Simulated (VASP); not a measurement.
# Ge (R-3m) in VASP: single point with r2SCAN

Aim: the single point of Ge with r2SCAN.

Everything below comes from runs of VASP 6.6.1. Logs are shortened: lines on timing, memory, paths and dates and some standing lists are left out, and cuts for length are marked.

**1. The cell of the first run**

The typed cell holds 2 atoms: a = 4.015 Å, b = 4.015 Å, c = 4.012 Å, α = 120.02°, β = 59.98°, γ = 120.00°.

**2. Single point, r2SCAN**

Contents of POSCAR:

```
Ge
1.0
    4.0148756536      0.0000000000      0.0000000000
   -2.0074378268      3.4769843090      0.0000000000
    2.0074378268     -1.1589947697      3.2744675700
Ge
2
Direct
    0.0000000000      0.0000000000      0.0000000000
    0.7500000000      0.2500000000      0.7500000000
```

Contents of INCAR.step1:

```
PREC = Accurate
ENCUT = 520
ISMEAR = 0
SIGMA = 0.02
LREAL = False
LASPH = True
NELM = 80
ISYM = 0
NBANDS = 21
GGA = PE
ALGO = Normal
EDIFF = 1E-4
LWAVE = True
LCHARG = False
```

Contents of INCAR.step2:

```
PREC = Accurate
ENCUT = 520
EDIFF = 1E-6
ISMEAR = 0
SIGMA = 0.02
LREAL = False
LASPH = True
NELM = 80
ALGO = Normal
ISIF = 2
LWAVE = False
LCHARG = False
METAGGA = R2SCAN
LMIXTAU = True
ISYM = 0
NBANDS = 21
ISTART = 1
```

Contents of KPOINTS:

```
regular mesh
0
Gamma
  9 9 11
```

Potentials or basis: VASP PAW PBE potentials, release 64 (Ge_d).

Run with:

```sh
> cat potpaw_PBE.64/Ge_d/POTCAR > POTCAR
> cp INCAR.step1 INCAR
> mpirun -np 1 vasp_std > vasp.out
> cp INCAR.step2 INCAR
> mpirun -np 1 vasp_std > vasp.out
```

OUTCAR:

```text
PREC = Accurate
   ENCUT = 520
   EDIFF = 1E-6
   ISMEAR = 0
   LREAL = False
   LASPH = True
   NELM = 80
   ISIF = 2
   METAGGA = R2SCAN
   ISYM = 0
   ISTART = 1

 ion  position               nearest neighbor table
   1  0.000  0.000  0.000-   2 2.46   2 2.46   2 2.46   2 2.46
   2  0.750  0.250  0.750-   1 2.46   1 2.46   1 2.46   1 2.46

IMPORTANT INFORMATION: All symmetrisations will be switched off!
NOSYMM: (Re-)initialisation of all symmetry stuff for point group C_1.

----------------------------------------------------------------------------------------

                                     Primitive cell

  volume of cell :      45.7105

  direct lattice vectors                    reciprocal lattice vectors
     4.014875654  0.000000000  0.000000000     0.249073716  0.143802777 -0.101797720
    -2.007437827  3.476984309  0.000000000     0.000000000  0.287605554  0.101797720
     2.007437827 -1.158994770  3.274467570     0.000000000  0.000000000  0.305393160

  length of vectors
     4.014875654  4.014875654  4.011884018     0.305089709  0.305089709  0.305393160

  position of ions in fractional coordinates (direct lattice)
     0.000000000  0.000000000  0.000000000
     0.750000000  0.250000000  0.750000000

  ion indices of the primitive-cell ions
   primitive index   ion index
                 1           1
                 2           2

----------------------------------------------------------------------------------------

 KPOINTS: regular mesh

Automatic generation of k-mesh.
 Grid dimensions read from file:
 generate k-points for:    9    9   11

 Generating k-lattice:

  Cartesian coordinates                     Fractional coordinates (reciprocal lattice)
     0.027674857  0.015978086 -0.011310858     0.111111111 -0.000000000  0.000000000
     0.000000000  0.031956173  0.011310858     0.000000000  0.111111111  0.000000000
     0.000000000  0.000000000  0.027763015     0.000000000  0.000000000  0.090909091

  Length of vectors
     0.033898857  0.033898857  0.027763015

  Shift w.r.t. Gamma in fractional coordinates (k-lattice)
     0.000000000  0.000000000  0.000000000

 -----------------------------------------------------------------------------
|                                                                             |
|           W    W    AA    RRRRR   N    N  II  N    N   GGGG   !!!           |
|           W    W   A  A   R    R  NN   N  II  NN   N  G    G  !!!           |
|           W    W  A    A  R    R  N N  N  II  N N  N  G       !!!           |
|           W WW W  AAAAAA  RRRRR   N  N N  II  N  N N  G  GGG   !            |
|           WW  WW  A    A  R   R   N   NN  II  N   NN  G    G                |
|           W    W  A    A  R    R  N    N  II  N    N   GGGG   !!!           |
|                                                                             |
|     Your reciprocal lattice and k-lattice belong to different lattice       |
|     classes:                                                                |
|                                                                             |
|        The reciprocal lattice is rhombohedral (trigonal),                   |
|        whereas your k-lattice is base-centered monoclinic.                  |
|                                                                             |
|     Results are often still useful ...                                      |
|                                                                             |
 -----------------------------------------------------------------------------

 WARNING: IBZKPT: internal override: KBLOWUP is changed to .FALSE.
      ... skipping the blow-up phase ...

 Subroutine IBZKPT returns following result:
 ===========================================

 Found    446 irreducible k-points:

 Following reciprocal coordinates:
            Coordinates               Weight
  0.000000  0.000000  0.000000      1.000000
  0.111111  0.000000  0.000000      2.000000
  0.222222  0.000000  0.000000      2.000000
  0.333333  0.000000  0.000000      2.000000
  0.444444  0.000000  0.000000      2.000000
  0.000000  0.111111  0.000000      2.000000
[... 16 lines left out ...]
 -0.111111  0.222222 -0.000000      2.000000
  0.000000  0.333333  0.000000      2.000000
 [... further k-points ...]
   k-points           NKPTS =    446   k-points in BZ     NKDIM =    446   number of bands    NBANDS=     21
   number of dos      NEDOS =    301   number of ions     NIONS =      2
   total plane-waves  NPLWV =  27000
   dimension x,y,z NGX =    30 NGY =   30 NGZ =   30
   dimension x,y,z NGXF=    60 NGYF=   60 NGZF=   60
   ions per type =               2
   NGX,Y,Z   is equivalent  to a cutoff of  12.42, 12.42, 12.43 a.u.
   NGXF,Y,Z  is equivalent  to a cutoff of  24.84, 24.84, 24.86 a.u.
 SYSTEM =  unknown system
   PREC   = accura    normal or accurate (medium, high low for compatibility)
   ISTART =      1    job   : 0-new  1-cont  2-samecut
   ICHARG =      0    charge: 1-file 2-atom 10-const
   ISPIN  =      1    spin polarized calculation?
   LNONCOLLINEAR =      F non collinear calculations
   LSORBIT =      F    spin-orbit coupling
   LASPH  =      T    aspherical Exc in radial PAW
   ENCUT  =  520.0 eV  38.22 Ry    6.18 a.u.   7.47  7.47  7.46*2*pi/ulx,y,z
   NELM   =     80;   NELMIN=  2; NELMDL=  0     # of ELM steps
   EDIFF  = 0.1E-05   stopping-criterion for ELM
   LREAL  =      F    real-space projection
   EDIFFG = 0.1E-04   stopping-criterion for IOM
   NSW    =      0    number of steps for IOM
   IBRION =     -1    ionic relax: 0-MD 1-quasi-New 2-CG
   NFREE  =      0    steps in history (QN), initial steepest desc. (CG)
   ISIF   =      2    stress and relaxation
   ISYM   =      0    0-nonsym 1-usesym 2-fastsym
   POTIM  = 0.5000    time-step for ionic-motion
   TEBEG  =    0.0;   TEEND  =   0.0 temperature during run
   PSTRESS=    0.0 pullay stress
   NELECT =      28.0000    total number of electrons
   NUPDOWN=      -1.0000    fix difference up-down
   EMIN   =  10.00;   EMAX   =-10.00  energy-range for DOS
   EFERMI =   0.00;   METHOD = LEGACY
   ISMEAR =     0;   SIGMA  =   0.02  broadening in eV -4-tet -1-fermi 0-gaus
   EFERMI_NEDOS =   21; number of points for ismear=-14 and -15
   IALGO  =     38    algorithm
   IMIX   =      4    mixing-type and parameters
     AMIX     =   0.40;   BMIX     =  1.00
     AMIX_MAG =   1.60;   BMIX_MAG =  1.00
  volume/ion in A,a.u.               =      22.86       154.23
  Fermi-wavevector in a.u.,A,eV,Ry     =   1.390344  2.627370 26.300838  1.933057
  Thomas-Fermi vector in A             =   2.514288
   LORBIT       =      0    0 simple, 1 ext, 2 COOP (PROOUT), +10 PAW based schemes
   METAGGA = R2SCAN    functional components
   LHFCALC =     F    Hartree Fock is set to
   AEXX    =    0.0000 exact exchange contribution
   IVDW    =     0    specifies the selected vdW correction
   LEPSILON=     F    determine dielectric tensor
   LRPA    =     F    only Hartree local field effects (RPA)
 non-spin polarized calculation
 Gauss-broadening in eV      SIGMA  =   0.02
  energy-cutoff  :      520.00
  volume of cell :       45.71
 maximum number of plane-waves:      1249
 NGX is ok and might be reduce to    30
   NGX = 15   NGY = 15   NGZ = 15

 number of electron      28.0000014 magnetization

 Free energy of the ion-electron system (eV)
  ---------------------------------------------------
  ext. energy  EPLUGINS =         0.00000000
  ---------------------------------------------------
  free energy    TOTEN  =       -27.74217198 eV

  energy without entropy =      -27.74217198  energy(sigma->0) =      -27.74217198

 E-fermi :   4.9007     XC(G=0): -10.7699

 val. band max:        4.7092426038   @ k =   0.0000   0.0000   0.0000
 cond. band min:       5.0206040705   @ k =   0.0000   0.0000   0.0000
 fundamental gap:      0.3113614667
 Fermi energy:         4.9007077159

 k-point     1 :       0.0000    0.0000    0.0000
  band No.  band energies     occupation
      1     -20.7743      2.00000
      2     -20.7728      2.00000
      3     -20.7726      2.00000
      4     -20.7347      2.00000
      5     -20.7346      2.00000
      6     -20.5226      2.00000
[... 13 lines left out ...]
     20      14.6194      0.00000
     21      14.6195      0.00000

 k-point     2 :       0.1111    0.0000    0.0000
  band No.  band energies     occupation
      1     -20.7809      2.00000
      2     -20.7796      2.00000
      3     -20.7709      2.00000
      4     -20.7251      2.00000
      5     -20.7250      2.00000
      6     -20.5309      2.00000
[... 13 lines left out ...]
     20      13.8498      0.00000
     21      13.8547      0.00000

 k-point     3 :       0.2222    0.0000    0.0000
  band No.  band energies     occupation
      1     -20.7905      2.00000
      2     -20.7893      2.00000
      3     -20.7658      2.00000
      4     -20.7090      2.00000
      5     -20.7089      2.00000
      6     -20.5428      2.00000
[... 13 lines left out ...]
     20      13.4301      0.00000
     21      13.4403      0.00000

 k-point     4 :       0.3333    0.0000    0.0000
  band No.  band energies     occupation
      1     -20.7964      2.00000
      2     -20.7951      2.00000
      3     -20.7598      2.00000
      4     -20.6974      2.00000
      5     -20.6972      2.00000
      6     -20.5501      2.00000
[... 13 lines left out ...]
     20      14.1628      0.00000
     21      14.1781      0.00000

 k-point     5 :       0.4444    0.0000    0.0000
  band No.  band energies     occupation
      1     -20.7986      2.00000
      2     -20.7973      2.00000
      3     -20.7558      2.00000
      4     -20.6926      2.00000
      5     -20.6921      2.00000
      6     -20.5525      2.00000
[... 13 lines left out ...]
     20      15.8458      0.00000
     21      15.8654      0.00000

 k-point     6 :       0.0000    0.1111    0.0000
  band No.  band energies     occupation
      1     -20.7809      2.00000
      2     -20.7796      2.00000
      3     -20.7709      2.00000
      4     -20.7251      2.00000
      5     -20.7250      2.00000
      6     -20.5309      2.00000
[... 13 lines left out ...]
     20      13.8498      0.00000
     21      13.8547      0.00000

 k-point     7 :       0.1111    0.1111    0.0000
  band No.  band energies     occupation
      1     -20.7908      2.00000
      2     -20.7830      2.00000
      3     -20.7685      2.00000
      4     -20.7184      2.00000
      5     -20.7086      2.00000
      6     -20.5483      2.00000
[... 13 lines left out ...]
     20      13.4569      0.00000
     21      13.7870      0.00000
[... 291 lines left out ...]
      1     -20.8145      2.00000
      2     -20.8014      2.00000
      3     -20.7450      2.00000
      4     -20.6756      2.00000
      5     -20.6498      2.00000
      6     -20.6207      2.00000
[... 13 lines left out ...]
     20      16.1191      0.00000
     21      17.1032      0.00000

 k-point    21 :      -0.3333    0.2222   -0.0000
  band No.  band energies     occupation
      1     -20.8020      2.00000
      2     -20.7956      2.00000
      3     -20.7664      2.00000
      4     -20.6910      2.00000
      5     -20.6560      2.00000
      6     -20.6170      2.00000
[... 13 lines left out ...]
     20      15.8556      0.00000
     21      15.9572      0.00000

 k-point    22 :      -0.2222    0.2222   -0.0000
  band No.  band energies     occupation
      1     -20.7892      2.00000
      2     -20.7883      2.00000
      3     -20.7814      2.00000
      4     -20.7063      2.00000
      5     -20.6753      2.00000
      6     -20.5970      2.00000
[... 13 lines left out ...]
     20      14.8726      0.00000
     21      15.4989      0.00000

 k-point    23 :      -0.1111    0.2222   -0.0000
  band No.  band energies     occupation
      1     -20.7916      2.00000
      2     -20.7857      2.00000
      3     -20.7713      2.00000
      4     -20.7150      2.00000
      5     -20.6970      2.00000
      6     -20.5689      2.00000
[... 13 lines left out ...]
     20      13.9131      0.00000
     21      14.5853      0.00000

 k-point    24 :       0.0000    0.3333    0.0000
  band No.  band energies     occupation
      1     -20.7964      2.00000
      2     -20.7951      2.00000
      3     -20.7598      2.00000
      4     -20.6974      2.00000
      5     -20.6972      2.00000
      6     -20.5501      2.00000
[... 13 lines left out ...]
     20      14.1628      0.00000
     21      14.1781      0.00000

 [... further k-points ...]

------------------------ aborting loop because EDIFF is reached ----------------------------------------

  FORCE on cell =-STRESS in cart. coord.  units (eV):
  Direction    XX          YY          ZZ          XY          YZ          ZX
  --------------------------------------------------------------------------------------
  -------------------------------------------------------------------------------------
  Total       -0.0252224     -0.0239245      0.0272864      0.0011239     -0.0003314      0.0005740
  in kB       -0.8840612     -0.8385682      0.9564025      0.0393928     -0.0116163      0.0201176
  external PRESSURE =      -0.2554090 kB  Pullay stress =       0.0000000 kB

 VOLUME and BASIS-vectors are now :
 -----------------------------------------------------------------------------
  energy-cutoff  :      520.00
  volume of cell :       45.71
      direct lattice vectors                 reciprocal lattice vectors
     4.014875654  0.000000000  0.000000000     0.249073716  0.143802777 -0.101797720
    -2.007437827  3.476984309  0.000000000     0.000000000  0.287605554  0.101797720
     2.007437827 -1.158994770  3.274467570     0.000000000  0.000000000  0.305393160

 POSITION                                       TOTAL-FORCE (eV/Angst)
 -----------------------------------------------------------------------------------
      0.00000      0.00000      0.00000         0.000771     -0.000445     -0.013031
      4.01488     -0.00000      2.45585        -0.000771      0.000445      0.013031
 -----------------------------------------------------------------------------------
    total drift:                                0.000000     -0.000000     -0.000001

  FREE ENERGIE OF THE ION-ELECTRON SYSTEM (eV)
  ---------------------------------------------------
  free  energy   TOTEN  =       -27.7421719844 eV

  energy  without entropy=      -27.7421719844  energy(sigma->0) =      -27.74217198
```

Run time: 9.8 min. Hardware: 1 thread of Intel Xeon 6975P-C (Granite Rapids), shared host; peak memory 0.42 GiB.

Results:

```
Free energy            : -27.7422 eV
Pressure               : 0.0 GPa
Largest force          : 0.013 eV/Å
Band gap on the k mesh : 0.31 eV
```

Forces in eV/Å, atoms in the order of the input:
```
Ge   0.001  0.000 -0.013
Ge  -0.001  0.000  0.013
```

Caveat: semilocal functionals underestimate gaps, and a narrow one can read as zero; the PAW data sets were made with another functional, which shifts forces and pressure a little. A k mesh can miss the band edges.
